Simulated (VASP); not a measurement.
# TlAgS2 (P-4m2) in VASP: relaxation of cell and atoms with LDA

Aim: the relaxation of cell and atoms of TlAgS2 with LDA.

All numbers are computed with VASP 6.6.1; they aren't measurements. Logs are shortened: lines on timing, memory, paths and dates and some standing lists are left out, and cuts for length are marked.

## Step 1: The cell of the first run

It takes space group P-4m2 (No. 115, tetragonal). The conventional cell has a = 4.203 Å, b = 4.203 Å, c = 5.993 Å, α = 90.00°, β = 90.00°, γ = 90.00°. Ag (site symmetry -4m2) has 4 S at 2.55 Å within 3.4 Å. S (site symmetry 2mm) has 2 Ag at 2.55 Å and 2 Tl at 2.61 Å within 3.4 Å. Tl (site symmetry -4m2) has 4 S at 2.61 Å within 3.4 Å.

## Step 2: Relaxation of cell and atoms, LDA

Contents of INCAR:

```
ALGO = Normal
EDIFF = 1E-7
EDIFFG = -0.005
ENCUT = 600
GGA = CA
IBRION = 2
ISIF = 3
ISMEAR = -1
LASPH = T
LCHARG = F
LREAL = F
LWAVE = F
NELM = 100
NSW = 80
PREC = Accurate
SIGMA = 0.02
```

Contents of KPOINTS:

```
k-points
0
Gamma
  6 6 4
```

Contents of POSCAR:

```
TlAgS2
1.0
    4.2030284627      0.0000000000      0.0000000000
    0.0000000000      4.2030284627      0.0000000000
    0.0000000000      0.0000000000      5.9926907501
Ag S Tl
1 2 1
Direct
    0.0000000000      0.0000000000      0.0000000000
    0.0000000000      0.5000000000      0.2408631092
    0.5000000000      0.0000000000      0.7591368908
    0.5000000000      0.5000000000      0.5000000000
```

Potentials or basis: VASP PAW LDA potentials, release 64 (Ag, S, Tl_d).

Command:

```sh
$ cat potpaw_LDA.64/Ag/POTCAR potpaw_LDA.64/S/POTCAR potpaw_LDA.64/Tl_d/POTCAR > POTCAR
$ mpirun -np 1 vasp_std > vasp.out
```

OUTCAR:

```text
EDIFF = 1E-7
   EDIFFG = -0.005
   ENCUT = 600
   GGA = CA
   IBRION = 2
   ISIF = 3
   ISMEAR = -1
   LASPH = T
   LREAL = F
   NELM = 100
   NSW = 80
   PREC = Accurate

 ion  position               nearest neighbor table
   1  0.000  0.000  0.000-   2 2.55   3 2.55   2 2.55   3 2.55
   2  0.000  0.500  0.241-   1 2.55   1 2.55   4 2.61   4 2.61
   3  0.500  0.000  0.759-   1 2.55   1 2.55   4 2.61   4 2.61
   4  0.500  0.500  0.500-   2 2.61   3 2.61   3 2.61   2 2.61

  LATTYP: Found a simple tetragonal cell.
 ALAT       =     4.2030284627
 C/A-ratio  =     1.4258030378

  Lattice vectors:

 A1 = (   4.2030284627,   0.0000000000,   0.0000000000)
 A2 = (   0.0000000000,   4.2030284627,   0.0000000000)
 A3 = (   0.0000000000,   0.0000000000,   5.9926907501)

Analysis of symmetry for initial positions (statically):
=====================================================================
 Subroutine PRICEL returns:
 Original cell was already a primitive cell.

 Routine SETGRP: Setting up the symmetry group for a
 simple tetragonal supercell.

 Subroutine GETGRP returns: Found  8 space group operations
 (whereof  8 operations were pure point group operations)
 out of a pool of 16 trial point group operations.

The static configuration has the point symmetry D_2d.

Analysis of symmetry for dynamics (positions and initial velocities):
=====================================================================
 Subroutine PRICEL returns:
 Original cell was already a primitive cell.

 Routine SETGRP: Setting up the symmetry group for a
 simple tetragonal supercell.

 Subroutine GETGRP returns: Found  8 space group operations
 (whereof  8 operations were pure point group operations)
 out of a pool of 16 trial point group operations.

The dynamic configuration has the point symmetry D_2d.

 Subroutine INISYM returns: Found  8 space group operations
 (whereof  8 operations are pure point group operations),
 and found     1 'primitive' translations

----------------------------------------------------------------------------------------

                                     Primitive cell

  volume of cell :     105.8636

  direct lattice vectors                    reciprocal lattice vectors
     4.203028463  0.000000000  0.000000000     0.237923680  0.000000000  0.000000000
     0.000000000  4.203028463  0.000000000     0.000000000  0.237923680  0.000000000
     0.000000000  0.000000000  5.992690750     0.000000000  0.000000000  0.166869949

  length of vectors
     4.203028463  4.203028463  5.992690750     0.237923680  0.237923680  0.166869949

  position of ions in fractional coordinates (direct lattice)
     0.000000000  0.000000000  0.000000000
     0.000000000  0.500000000  0.240863109
     0.500000000  0.000000000  0.759136891
     0.500000000  0.500000000  0.500000000

  ion indices of the primitive-cell ions
   primitive index   ion index
                 1           1
                 2           2
                 3           3
                 4           4

----------------------------------------------------------------------------------------

 KPOINTS: k-points

Automatic generation of k-mesh.
 Grid dimensions read from file:
 generate k-points for:    6    6    4

 Generating k-lattice:

  Cartesian coordinates                     Fractional coordinates (reciprocal lattice)
     0.039653947  0.000000000  0.000000000     0.166666667  0.000000000  0.000000000
     0.000000000  0.039653947  0.000000000     0.000000000  0.166666667  0.000000000
     0.000000000  0.000000000  0.041717487     0.000000000  0.000000000  0.250000000

  Length of vectors
     0.039653947  0.039653947  0.041717487

  Shift w.r.t. Gamma in fractional coordinates (k-lattice)
     0.000000000  0.000000000  0.000000000

 Subroutine IBZKPT returns following result:
 ===========================================

 Found     30 irreducible k-points:

 Following reciprocal coordinates:
            Coordinates               Weight
  0.000000  0.000000  0.000000      1.000000
  0.166667  0.000000  0.000000      4.000000
  0.333333  0.000000  0.000000      4.000000
  0.500000  0.000000  0.000000      2.000000
  0.166667  0.166667  0.000000      4.000000
  0.333333  0.166667  0.000000      8.000000
[... 16 lines left out ...]
  0.333333  0.000000  0.500000      4.000000
  0.500000  0.000000  0.500000      2.000000
 [... further k-points ...]
   k-points           NKPTS =     30   k-points in BZ     NKDIM =     30   number of bands    NBANDS=     22
   number of dos      NEDOS =    301   number of ions     NIONS =      4
   total plane-waves  NPLWV =  62208
   dimension x,y,z NGX =    36 NGY =   36 NGZ =   48
   dimension x,y,z NGXF=    72 NGYF=   72 NGZF=   96
   ions per type =               1   2   1
   NGX,Y,Z   is equivalent  to a cutoff of  14.24, 14.24, 13.32 a.u.
   NGXF,Y,Z  is equivalent  to a cutoff of  28.48, 28.48, 26.63 a.u.
 SYSTEM =  unknown system
   PREC   = accura    normal or accurate (medium, high low for compatibility)
   ISTART =      0    job   : 0-new  1-cont  2-samecut
   ICHARG =      2    charge: 1-file 2-atom 10-const
   ISPIN  =      1    spin polarized calculation?
   LNONCOLLINEAR =      F non collinear calculations
   LSORBIT =      F    spin-orbit coupling
   LASPH  =      T    aspherical Exc in radial PAW
   ENCUT  =  600.0 eV  44.10 Ry    6.64 a.u.   8.39  8.39 11.97*2*pi/ulx,y,z
   NELM   =    100;   NELMIN=  2; NELMDL= -5     # of ELM steps
   EDIFF  = 0.1E-06   stopping-criterion for ELM
   LREAL  =      F    real-space projection
   EDIFFG = -.5E-02   stopping-criterion for IOM
   NSW    =     80    number of steps for IOM
   IBRION =      2    ionic relax: 0-MD 1-quasi-New 2-CG
   NFREE  =      1    steps in history (QN), initial steepest desc. (CG)
   ISIF   =      3    stress and relaxation
   ISYM   =      2    0-nonsym 1-usesym 2-fastsym
   POTIM  = 0.5000    time-step for ionic-motion
   TEBEG  =    0.0;   TEEND  =   0.0 temperature during run
   PSTRESS=    0.0 pullay stress
   NELECT =      36.0000    total number of electrons
   NUPDOWN=      -1.0000    fix difference up-down
   EMIN   =  10.00;   EMAX   =-10.00  energy-range for DOS
   EFERMI =   0.00;   METHOD = LEGACY
   ISMEAR =    -1;   SIGMA  =   0.02  broadening in eV -4-tet -1-fermi 0-gaus
   EFERMI_NEDOS =   21; number of points for ismear=-14 and -15
   IALGO  =     38    algorithm
   IMIX   =      4    mixing-type and parameters
     AMIX     =   0.40;   BMIX     =  1.00
     AMIX_MAG =   1.60;   BMIX_MAG =  1.00
  volume/ion in A,a.u.               =      26.47       178.60
  Fermi-wavevector in a.u.,A,eV,Ry     =   1.142686  2.159363 17.765546  1.305731
  Thomas-Fermi vector in A             =   2.279383
   LORBIT       =      0    0 simple, 1 ext, 2 COOP (PROOUT), +10 PAW based schemes
   GGA     = CA    functional components
   LHFCALC =     F    Hartree Fock is set to
   AEXX    =    0.0000 exact exchange contribution
   IVDW    =     0    specifies the selected vdW correction
   LEPSILON=     F    determine dielectric tensor
   LRPA    =     F    only Hartree local field effects (RPA)
 conjugate gradient relaxation of ions
 non-spin polarized calculation
  energy-cutoff  :      600.00
  volume of cell :      105.86
 maximum number of plane-waves:      3563
 NGX is ok and might be reduce to    36
   NGX = 17   NGY = 17   NGZ = 23

--------------------------------------- Ionic step        1  -------------------------------------------

 number of electron      36.0000005 magnetization

 Free energy of the ion-electron system (eV)
  ---------------------------------------------------
  ext. energy  EPLUGINS =         0.00000000
  ---------------------------------------------------
  free energy    TOTEN  =       -16.45155410 eV

  energy without entropy =      -16.45061510  energy(sigma->0) =      -16.45108460

 E-fermi :   3.3488     XC(G=0):  -9.4310

 val. band max:        3.2940250930   @ k =   0.1667   0.0000   0.0000
 cond. band min:       3.3603907309   @ k =   0.0000   0.0000   0.0000
 fundamental gap:      0.0663656379
 Fermi energy:         3.3488334935

 k-point     1 :       0.0000    0.0000    0.0000
  band No.  band energies     occupation
      1      -9.6866      2.00000
      2      -9.3761      2.00000
      3      -7.9631      2.00000
      4      -7.9631      2.00000
      5      -7.8445      2.00000
      6      -7.7230      2.00000
[... 589 lines left out ...]
     21       8.6635      0.00000
     22       8.7359      0.00000

 [... further k-points ...]

------------------------ aborting loop because EDIFF is reached ----------------------------------------

  FORCE on cell =-STRESS in cart. coord.  units (eV):
  Direction    XX          YY          ZZ          XY          YZ          ZX
  --------------------------------------------------------------------------------------
  -------------------------------------------------------------------------------------
  Total       -3.1937857     -3.1937857     -3.2041629      0.0000000      0.0000000      0.0000000
  in kB      -48.3359025    -48.3359025    -48.4929538      0.0000000      0.0000000      0.0000000
  external PRESSURE =     -48.3882529 kB  Pullay stress =       0.0000000 kB
[... 95 lines left out ...]
  FREE ENERGIE OF THE ION-ELECTRON SYSTEM (eV)
  ---------------------------------------------------
  free  energy   TOTEN  =       -16.6091451976 eV

  energy  without entropy=      -16.6086305464  energy(sigma->0) =      -16.60888787

[... ionic steps 4 to 11 ...]

--------------------------------------- Ionic step       12  -------------------------------------------

 number of electron      35.9999999 magnetization

------------------------ aborting loop because EDIFF is reached ----------------------------------------
[... 71 lines left out ...]
--------------------------------------- Ionic step       14  -------------------------------------------

 number of electron      35.9999999 magnetization

 Free energy of the ion-electron system (eV)
  ---------------------------------------------------
  ext. energy  EPLUGINS =         0.00000000
  ---------------------------------------------------
  free energy    TOTEN  =       -16.61351891 eV

  energy without entropy =      -16.61273284  energy(sigma->0) =      -16.61312588

 E-fermi :   4.4684     XC(G=0):  -9.8706

 val. band max:        4.3960081161   @ k =   0.1667   0.0000   0.0000
 cond. band min:       4.4799329441   @ k =   0.0000   0.0000   0.0000
 fundamental gap:      0.0839248280
 Fermi energy:         4.4683977358

 k-point     1 :       0.0000    0.0000    0.0000
  band No.  band energies     occupation
      1      -9.2274      2.00000
      2      -8.7747      2.00000
      3      -7.1703      2.00000
      4      -7.1703      2.00000
      5      -7.0260      2.00000
      6      -6.8659      2.00000
[... 589 lines left out ...]
     21       9.8078      0.00000
     22       9.8314      0.00000

 [... further k-points ...]

------------------------ aborting loop because EDIFF is reached ----------------------------------------

  FORCE on cell =-STRESS in cart. coord.  units (eV):
  Direction    XX          YY          ZZ          XY          YZ          ZX
  --------------------------------------------------------------------------------------
  -------------------------------------------------------------------------------------
  Total        0.0117250      0.0117250      0.0169944      0.0000000      0.0000000     -0.0000000
  in kB        0.1951120      0.1951120      0.2827980      0.0000000      0.0000000     -0.0000000
  external PRESSURE =       0.2243406 kB  Pullay stress =       0.0000000 kB
[... 19 lines left out ...]
  FREE ENERGIE OF THE ION-ELECTRON SYSTEM (eV)
  ---------------------------------------------------
  free  energy   TOTEN  =       -16.6135189149 eV

  energy  without entropy=      -16.6127328399  energy(sigma->0) =      -16.61312588

 reached required accuracy - stopping structural energy minimisation
```

It took 4 min on 1 thread of Intel Xeon 6975P-C (Granite Rapids), shared host; peak memory 0.27 GiB.

What came out:

* Free energy: -16.6135 eV
* Relaxed volume: 24.07 Å³/atom
* Relaxed cell: a = 4.084 Å, b = 4.084 Å, c = 5.773 Å, α = 90.00°, β = 90.00°, γ = 90.00°
* Space group after relaxing (to 0.1 Å): P-4m2 (No. 115)
* Energy gained by relaxing: 40.5 meV/atom
* Ionic steps: 14
* Pressure after relaxing: 0.0 GPa
* Band gap on the k mesh: zero (filled and empty bands touch)

Forces in eV/Å, atoms in the order of the input:
```
Ag   0.000  0.000  0.000
S    0.000  0.000 -0.003
S    0.000  0.000  0.003
Tl   0.000  0.000  0.000
```

The path:
```csv
step,energy change (eV),largest force (eV/Å),pressure (GPa),volume (Å³)
1,0.0000,0.1066,-4.84,105.86
2,-0.1459,0.2125,1.70,94.08
3,-0.1576,0.1879,0.04,96.37
4,-0.1575,0.1859,-0.09,96.55
5,-0.1601,0.1130,-0.09,96.51
6,-0.1617,0.0042,-0.08,96.43
7,-0.1617,0.0004,-0.08,96.43
8,-0.1617,0.0022,0.07,96.22
9,-0.1617,0.0021,0.05,96.24
10,-0.1618,0.0033,0.04,96.26
11,-0.1620,0.0071,-0.01,96.34
12,-0.1620,0.0072,-0.02,96.34
13,-0.1620,0.0074,-0.02,96.34
14,-0.1620,0.0025,0.02,96.28
```

Final structure:
```xyz
4
Lattice="4.0839 0.0000 0.0000 0.0000 4.0839 0.0000 0.0000 0.0000 5.7728" Properties=species:S:1:pos:R:3 pbc="T T T"
Ag    0.0000    0.0000    0.0000
S     0.0000    2.0420    1.3624
S     2.0420    0.0000    4.4104
Tl    2.0420    2.0420    2.8864
```

Caveat: spin-orbit coupling is left out, which moves the levels of the heavy elements.
